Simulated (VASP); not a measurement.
Set up this calculation in VASP 6.6.1, as the native input.

| Property | Result |
| --- | --- |
| Task | single point |
| Functional | LDA |
| Potentials or basis | VASP PAW LDA potentials, release 64 (Pd) |
| Cutoff | 520 eV |
| k mesh | 23 × 23 × 23 |
| Occupations | fermi-dirac, width 0.05 eV |
| Spin | collinear spin |
| Starting moments | [0.5] μB |
| Dipole correction | no |
| Further INCAR settings | ALGO = Normal; EDIFF = 1e-06; NBANDS = 15 |

The structure of Pd lies in POSCAR:

```
Pd
1.0
    0.0000000000      1.8401707644      1.8401707644
    1.8401707644      0.0000000000      1.8401707644
    1.8401707644      1.8401707644      0.0000000000
Pd
1
Direct
    0.0000000000      0.0000000000      0.0000000000
```

The input as run:

INCAR

```
  PREC = Accurate
  ENCUT = 520
  EDIFF = 1E-6
  ISMEAR = -1
  SIGMA = 0.05
  LREAL = F
  LASPH = T
  NELM = 150
  ALGO = Normal
  ISIF = 2
  LWAVE = F
  LCHARG = F
  ISPIN = 2
  MAGMOM = 0.5
  LORBIT = 11
  LMAXMIX = 4
  NBANDS = 15
```

KPOINTS

```
Automatic mesh
0
Gamma
  23 23 23
```

Potentials or basis: VASP PAW LDA potentials, release 64 (Pd).

Run with:

```console
$ cat potpaw_LDA.64/Pd/POTCAR > POTCAR
$ mpirun -np 1 vasp_std > vasp.out
```

It gave:

```yaml
Pressure: 40.8 GPa
Band_gap_on_the_k_mesh: zero (filled and empty bands overlap)
Net_moment: 0.00 μB per cell
Valence_electrons_inside_the_program's_atomic_spheres: Pd 9.88
```

Caveat: the cell stands under pressure.

Wall time 100 s on 1 thread of Intel Xeon 8259CL (shared host), peak memory 0.21 GiB.
